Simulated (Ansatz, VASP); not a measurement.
**One calculation of In4Ge, two programs**

```
CELL_PARAMETERS angstrom
5.46052 0.00000 0.00000
0.00000 5.46052 0.00000
0.00000 0.00000 5.46052
ATOMIC_POSITIONS crystal
In 0.50000 0.50000 0.50000
In 0.50000 0.00000 0.00000
In 0.00000 0.50000 0.00000
In 0.00000 0.00000 0.50000
Ge 0.00000 0.00000 0.00000
```

Alike in both runs: functional PBE; k mesh 8 × 8 × 8; occupations gaussian, width 0.1 eV; no spin polarisation.

Ansatz relaxed the structure, and its values are those at the end. VASP's run is a single point on that final structure, the one shown.

```csv
,VASP,Ansatz
version,VASP 6.6.1,Ansatz 0.2.0
potentials or method,"VASP PAW PBE potentials, release 64 (In_d, Ge_d), cutoff 520 eV","scalar-relativistic, plane waves, PAW"
valence electrons in the cell,66,66
```

```tsv
	VASP	Ansatz	Ansatz less VASP
gap on the k mesh at the Fermi level (eV)	none	none	-
pressure (GPa)	0.0	0.0	+0.03
```

A gap of «none» marks a metal or a gap that the smearing closes.
